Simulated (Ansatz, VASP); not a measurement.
## CaZr2N3: VASP beside Ansatz

```
Ca Zr N
1.0
     4.23962    0.00000    0.00000
     0.00000    4.23962    0.00000
     0.00000    0.00000    5.22060
Ca Zr N
1 2 3
Cartesian
  0.0000 0.0000 2.6103
  2.1198 2.1198 0.0000
  0.0000 0.0000 0.0000
  2.1198 2.1198 2.6103
  0.0000 2.1198 0.0000
  2.1198 0.0000 0.0000
```

Alike in both runs: task relaxation of cell and atoms; functional PBE; k mesh 4 × 4 × 4; occupations gaussian, width 0.1 eV; no spin polarisation.

```csv
,VASP,Ansatz
version,VASP 6.6.1,Ansatz 0.2.0
potentials or method,"VASP PAW PBE potentials, release 64 (Ca_sv, Zr_sv, N), cutoff 600 eV","scalar-relativistic, plane waves, PAW"
valence electrons in the cell,49,49
```

```csv
,VASP,Ansatz,Ansatz less VASP
"gap on the k mesh at the Fermi level, each at its own relaxed structure (eV)",none,none,-
relaxed volume (Å³/atom),17.80,17.76,-0.047
relaxed length of the cell vector where the two differ most in proportion (Å),5.766,5.748,-0.0187
```

A gap of «none» marks a metal or a gap that the smearing closes.

The k mesh is coarse, so the values compare programs but aren't converged.
